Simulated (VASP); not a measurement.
# Pb (P6/mmm) in VASP: further runs

Runs on Pb. Level: revPBE. Tasks: single point.

Everything below comes from runs of VASP 6.6.1. Logs are shortened: lines on timing, memory, paths and dates and some standing lists are left out, and cuts for length are marked.

## Step 1: The cell of the first run

Symmetry: P6/mmm, No. 191, hexagonal system. Conventional cell: a = 5.828 Å, b = 5.828 Å, c = 3.518 Å, α = 90.00°, β = 90.00°, γ = 120.00°. Pb (site symmetry 6/mmm) has 14 Pb at 3.52 to 3.80 Å within 4.6 Å. Within 4.4 Å of Pb (site symmetry -6m2) lie 11 Pb at 3.36 to 3.80 Å.

## Step 2: Single point, revPBE (volume scaled by 1.04)

The input, INCAR:

```
SYSTEM = Pb
PREC = Accurate ; ENCUT = 520
EDIFF = 1E-6 ; ISMEAR = -1
SIGMA = 0.1 ; LREAL = .FALSE.
LASPH = .TRUE. ; NELM = 60
ALGO = Normal ; ISIF = 2
LWAVE = .FALSE. ; LCHARG = .FALSE.
GGA = RE ; NBANDS = 28
```

The input, KPOINTS:

```
regular mesh
0
G
  7 7 10
  0 0 0
```

The input, POSCAR:

```
Pb
1.0
    5.8282306678      0.0000000000      0.0000000000
   -2.9141153339      5.0473958174      0.0000000000
    0.0000000000      0.0000000000      3.5180193443
Pb
3
Direct
    0.0000000000      0.0000000000      0.0000000000
    0.3333333333      0.6666666667      0.5000000000
    0.6666666667      0.3333333333      0.5000000000
```

Potentials or basis: VASP PAW PBE potentials, release 64 (Pb_d).

Run with:

```bash
cat potpaw_PBE.64/Pb_d/POTCAR > POTCAR
mpirun -np 1 vasp_std > vasp.out
```

OUTCAR:

```text
SYSTEM = Pb
   PREC = Accurate
   ENCUT = 520
   EDIFF = 1E-6
   ISMEAR = -1
   LREAL = .FALSE.
   LASPH = .TRUE.
   NELM = 60
   ISIF = 2
   GGA = RE

 ion  position               nearest neighbor table
   1  0.000  0.000  0.000-   2 3.80   3 3.80   2 3.80   3 3.80   2 3.80   2 3.80   3 3.80   3 3.80
                             3 3.80   3 3.80   2 3.80   2 3.80
   2  0.333  0.667  0.500-   3 3.36   3 3.36   3 3.36   1 3.80   1 3.80   1 3.80   1 3.80   1 3.80
                             1 3.80
   3  0.667  0.333  0.500-   2 3.36   2 3.36   2 3.36   1 3.80   1 3.80   1 3.80   1 3.80   1 3.80
                             1 3.80

  LATTYP: Found a hexagonal cell.
 ALAT       =     5.8282306678
 C/A-ratio  =     0.6036170400

  Lattice vectors:

 A1 = (   5.8282306678,   0.0000000000,   0.0000000000)
 A2 = (  -2.9141153339,   5.0473958174,   0.0000000000)
 A3 = (   0.0000000000,   0.0000000000,   3.5180193443)

Analysis of symmetry for initial positions (statically):
=====================================================================
 Subroutine PRICEL returns:
 Original cell was already a primitive cell.

 Routine SETGRP: Setting up the symmetry group for a
 hexagonal supercell.

 Subroutine GETGRP returns: Found 24 space group operations
 (whereof 24 operations were pure point group operations)
 out of a pool of 24 trial point group operations.

The static configuration has the point symmetry D_6h.

Analysis of symmetry for dynamics (positions and initial velocities):
=====================================================================
 Subroutine PRICEL returns:
 Original cell was already a primitive cell.

 Routine SETGRP: Setting up the symmetry group for a
 hexagonal supercell.

 Subroutine GETGRP returns: Found 24 space group operations
 (whereof 24 operations were pure point group operations)
 out of a pool of 24 trial point group operations.

The dynamic configuration has the point symmetry D_6h.

 Subroutine INISYM returns: Found 24 space group operations
 (whereof 24 operations are pure point group operations),
 and found     1 'primitive' translations

----------------------------------------------------------------------------------------

                                     Primitive cell

  volume of cell :     103.4909

  direct lattice vectors                    reciprocal lattice vectors
     5.828230668  0.000000000  0.000000000     0.171578659  0.099060985  0.000000000
    -2.914115334  5.047395817  0.000000000     0.000000000  0.198121969  0.000000000
     0.000000000  0.000000000  3.518019344     0.000000000  0.000000000  0.284250853

  length of vectors
     5.828230668  5.828230668  3.518019344     0.198121969  0.198121969  0.284250853

  position of ions in fractional coordinates (direct lattice)
     0.000000000  0.000000000  0.000000000
     0.333333333  0.666666667  0.500000000
     0.666666667  0.333333333  0.500000000

  ion indices of the primitive-cell ions
   primitive index   ion index
                 1           1
                 2           2
                 3           3

----------------------------------------------------------------------------------------

 KPOINTS: regular mesh

Automatic generation of k-mesh.
 Grid dimensions read from file:
 generate k-points for:    7    7   10

 Generating k-lattice:

  Cartesian coordinates                     Fractional coordinates (reciprocal lattice)
     0.024511237  0.014151569  0.000000000     0.142857143  0.000000000  0.000000000
     0.000000000  0.028303138  0.000000000     0.000000000  0.142857143  0.000000000
     0.000000000  0.000000000  0.028425085     0.000000000  0.000000000  0.100000000

  Length of vectors
     0.028303138  0.028303138  0.028425085

  Shift w.r.t. Gamma in fractional coordinates (k-lattice)
     0.000000000  0.000000000  0.000000000

 Subroutine IBZKPT returns following result:
 ===========================================

 Found     48 irreducible k-points:

 Following reciprocal coordinates:
            Coordinates               Weight
  0.000000  0.000000  0.000000      1.000000
  0.142857 -0.000000  0.000000      6.000000
  0.285714 -0.000000  0.000000      6.000000
  0.428571 -0.000000  0.000000      6.000000
  0.142857  0.142857  0.000000      6.000000
  0.285714  0.142857  0.000000     12.000000
[... 16 lines left out ...]
  0.428571  0.142857  0.200000     12.000000
  0.285714  0.285714  0.200000     12.000000
 [... further k-points ...]
   k-points           NKPTS =     48   k-points in BZ     NKDIM =     48   number of bands    NBANDS=     28
   number of dos      NEDOS =    301   number of ions     NIONS =      3
   total plane-waves  NPLWV =  64512
   dimension x,y,z NGX =    48 NGY =   48 NGZ =   28
   dimension x,y,z NGXF=    96 NGYF=   96 NGZF=   56
   ions per type =               3
   NGX,Y,Z   is equivalent  to a cutoff of  13.69, 13.69, 13.23 a.u.
   NGXF,Y,Z  is equivalent  to a cutoff of  27.38, 27.38, 26.46 a.u.
 SYSTEM =  Pb
   PREC   = accura    normal or accurate (medium, high low for compatibility)
   ISTART =      0    job   : 0-new  1-cont  2-samecut
   ICHARG =      2    charge: 1-file 2-atom 10-const
   ISPIN  =      1    spin polarized calculation?
   LNONCOLLINEAR =      F non collinear calculations
   LSORBIT =      F    spin-orbit coupling
   LASPH  =      T    aspherical Exc in radial PAW
   ENCUT  =  520.0 eV  38.22 Ry    6.18 a.u.  10.84 10.84  6.54*2*pi/ulx,y,z
   NELM   =     60;   NELMIN=  2; NELMDL= -5     # of ELM steps
   EDIFF  = 0.1E-05   stopping-criterion for ELM
   LREAL  =      F    real-space projection
   EDIFFG = 0.1E-04   stopping-criterion for IOM
   NSW    =      0    number of steps for IOM
   IBRION =     -1    ionic relax: 0-MD 1-quasi-New 2-CG
   NFREE  =      0    steps in history (QN), initial steepest desc. (CG)
   ISIF   =      2    stress and relaxation
   ISYM   =      2    0-nonsym 1-usesym 2-fastsym
   POTIM  = 0.5000    time-step for ionic-motion
   TEBEG  =    0.0;   TEEND  =   0.0 temperature during run
   PSTRESS=    0.0 pullay stress
   NELECT =      42.0000    total number of electrons
   NUPDOWN=      -1.0000    fix difference up-down
   EMIN   =  10.00;   EMAX   =-10.00  energy-range for DOS
   EFERMI =   0.00;   METHOD = LEGACY
   ISMEAR =    -1;   SIGMA  =   0.10  broadening in eV -4-tet -1-fermi 0-gaus
   EFERMI_NEDOS =   21; number of points for ismear=-14 and -15
   IALGO  =     38    algorithm
   IMIX   =      4    mixing-type and parameters
     AMIX     =   0.40;   BMIX     =  1.00
     AMIX_MAG =   1.60;   BMIX_MAG =  1.00
  volume/ion in A,a.u.               =      34.50       232.80
  Fermi-wavevector in a.u.,A,eV,Ry     =   1.212059  2.290460 19.988148  1.469087
  Thomas-Fermi vector in A             =   2.347555
   LORBIT       =      0    0 simple, 1 ext, 2 COOP (PROOUT), +10 PAW based schemes
   GGA     = RE    functional components
   LHFCALC =     F    Hartree Fock is set to
   AEXX    =    0.0000 exact exchange contribution
   IVDW    =     0    specifies the selected vdW correction
   LEPSILON=     F    determine dielectric tensor
   LRPA    =     F    only Hartree local field effects (RPA)
 non-spin polarized calculation
  energy-cutoff  :      520.00
  volume of cell :      103.49
 maximum number of plane-waves:      2800
 NGX is ok and might be reduce to    48
   NGX = 21   NGY = 21   NGZ = 13

 number of electron      42.0000000 magnetization

 Free energy of the ion-electron system (eV)
  ---------------------------------------------------
  ext. energy  EPLUGINS =         0.00000000
  ---------------------------------------------------
  free energy    TOTEN  =        -9.58539017 eV

  energy without entropy =       -9.52019068  energy(sigma->0) =       -9.55279043

 E-fermi :   5.9500     XC(G=0):  -9.4988

 val. band max:        5.9490677990   @ k =   0.2857   0.2857   0.1000
 cond. band min:       5.9827075881   @ k =   0.1429   0.1429   0.2000
 fundamental gap:      0.0336397891
 Fermi energy:         5.9500444321

 k-point     1 :       0.0000    0.0000    0.0000
  band No.  band energies     occupation
      1     -11.2427      2.00000
      2     -11.1241      2.00000
      3     -11.1241      2.00000
      4     -11.1055      2.00000
      5     -11.0739      2.00000
      6     -11.0739      2.00000
[... 20 lines left out ...]
     27      12.7081      0.00000
     28      12.8170      0.00000

 k-point     2 :       0.1429   -0.0000    0.0000
  band No.  band energies     occupation
      1     -11.2411      2.00000
      2     -11.1258      2.00000
      3     -11.1257      2.00000
      4     -11.1039      2.00000
      5     -11.0754      2.00000
      6     -11.0737      2.00000
[... 20 lines left out ...]
     27      12.5979      0.00000
     28      12.6063      0.00000

 k-point     3 :       0.2857   -0.0000    0.0000
  band No.  band energies     occupation
      1     -11.2377      2.00000
      2     -11.1348      2.00000
      3     -11.1293      2.00000
      4     -11.0969      2.00000
      5     -11.0787      2.00000
      6     -11.0718      2.00000
[... 20 lines left out ...]
     27      12.2556      0.00000
     28      12.8967      0.00000

 k-point     4 :       0.4286   -0.0000    0.0000
  band No.  band energies     occupation
      1     -11.2351      2.00000
      2     -11.1461      2.00000
      3     -11.1320      2.00000
      4     -11.0875      2.00000
      5     -11.0813      2.00000
      6     -11.0688      2.00000
[... 20 lines left out ...]
     27      12.0435      0.00000
     28      13.1062      0.00000

 k-point     5 :       0.1429    0.1429    0.0000
  band No.  band energies     occupation
      1     -11.2386      2.00000
      2     -11.1310      2.00000
      3     -11.1289      2.00000
      4     -11.0993      2.00000
      5     -11.0770      2.00000
      6     -11.0734      2.00000
[... 20 lines left out ...]
     27      12.1943      0.00000
     28      12.7994      0.00000

 k-point     6 :       0.2857    0.1429    0.0000
  band No.  band energies     occupation
      1     -11.2358      2.00000
      2     -11.1405      2.00000
      3     -11.1347      2.00000
      4     -11.0893      2.00000
      5     -11.0786      2.00000
      6     -11.0712      2.00000
[... 463 lines left out ...]
      5     -11.1098      2.00000
      6     -11.0210      2.00000
[... 20 lines left out ...]
     27      11.2694      0.00000
     28      13.3251      0.00000

 k-point    22 :       0.2857    0.1429    0.2000
  band No.  band energies     occupation
      1     -11.1554      2.00000
      2     -11.1358      2.00000
      3     -11.1324      2.00000
      4     -11.1137      2.00000
      5     -11.1073      2.00000
      6     -11.0287      2.00000
[... 20 lines left out ...]
     27      10.8040      0.00000
     28      13.2934      0.00000

 k-point    23 :       0.4286    0.1429    0.2000
  band No.  band energies     occupation
      1     -11.1551      2.00000
      2     -11.1350      2.00000
      3     -11.1315      2.00000
      4     -11.1152      2.00000
      5     -11.1045      2.00000
      6     -11.0410      2.00000
[... 20 lines left out ...]
     27      10.3233      0.00000
     28      13.0558      0.00000

 k-point    24 :       0.2857    0.2857    0.2000
  band No.  band energies     occupation
      1     -11.1552      2.00000
      2     -11.1342      2.00000
      3     -11.1334      2.00000
      4     -11.1062      2.00000
      5     -11.1060      2.00000
      6     -11.0530      2.00000
[... 20 lines left out ...]
     27      10.9198      0.00000
     28      13.9040      0.00000

 [... further k-points ...]

------------------------ aborting loop because EDIFF is reached ----------------------------------------

  FORCE on cell =-STRESS in cart. coord.  units (eV):
  Direction    XX          YY          ZZ          XY          YZ          ZX
  --------------------------------------------------------------------------------------
  -------------------------------------------------------------------------------------
  Total       -0.6498230     -0.6498230     -1.0992914      0.0000000     -0.0000000      0.0000000
  in kB      -10.0601242    -10.0601242    -17.0184928      0.0000000     -0.0000000      0.0000000
  external PRESSURE =     -12.3795804 kB  Pullay stress =       0.0000000 kB

 VOLUME and BASIS-vectors are now :
 -----------------------------------------------------------------------------
  energy-cutoff  :      520.00
  volume of cell :      103.49
      direct lattice vectors                 reciprocal lattice vectors
     5.828230668  0.000000000  0.000000000     0.171578659  0.099060985  0.000000000
    -2.914115334  5.047395817  0.000000000     0.000000000  0.198121969  0.000000000
     0.000000000  0.000000000  3.518019344     0.000000000  0.000000000  0.284250853

 POSITION                                       TOTAL-FORCE (eV/Angst)
 -----------------------------------------------------------------------------------
      0.00000      0.00000      0.00000         0.000000      0.000000      0.000000
     -0.00000      3.36493      1.75901        -0.000000      0.000000      0.000000
      2.91412      1.68247      1.75901        -0.000000     -0.000000      0.000000
 -----------------------------------------------------------------------------------
    total drift:                               -0.000000      0.000000     -0.000000

  FREE ENERGIE OF THE ION-ELECTRON SYSTEM (eV)
  ---------------------------------------------------
  free  energy   TOTEN  =        -9.5853901720 eV

  energy  without entropy=       -9.5201906821  energy(sigma->0) =       -9.55279043
```

Wall time 2.4 min (1 thread of AMD EPYC 7R43 (Zen 3), shared host); peak memory 0.26 GiB.

What came out:

| Property | Result |
| --- | --- |
| Free energy | -9.5854 eV |
| Pressure | -1.2 GPa |
| Band gap on the k mesh | zero (band 21 reaches 7.66 eV, above the bottom of band 22 at 4.30 eV) |

Stress tensor (GPa, compression positive):
```
-1.01  0.00  0.00
 0.00 -1.01  0.00
 0.00  0.00 -1.70
```

Levels at points of the mesh, in eV from the Fermi level:
```tsv
k point	band 19	band 20	band 21	band 22	band 23	band 24
(0.00, 0.00, 0.00)	-1.77	-1.77	-1.65	-1.65	2.85	6.55
(0.00, 0.00, 0.50)	-2.00	-1.16	-0.17	-0.17	-0.11	1.01
```

Caveat: the PAW data sets were made with another functional, which shifts forces and pressure a little; spin-orbit coupling is left out, which moves the levels of the heavy elements.

(Continued in part 2 of 2.)
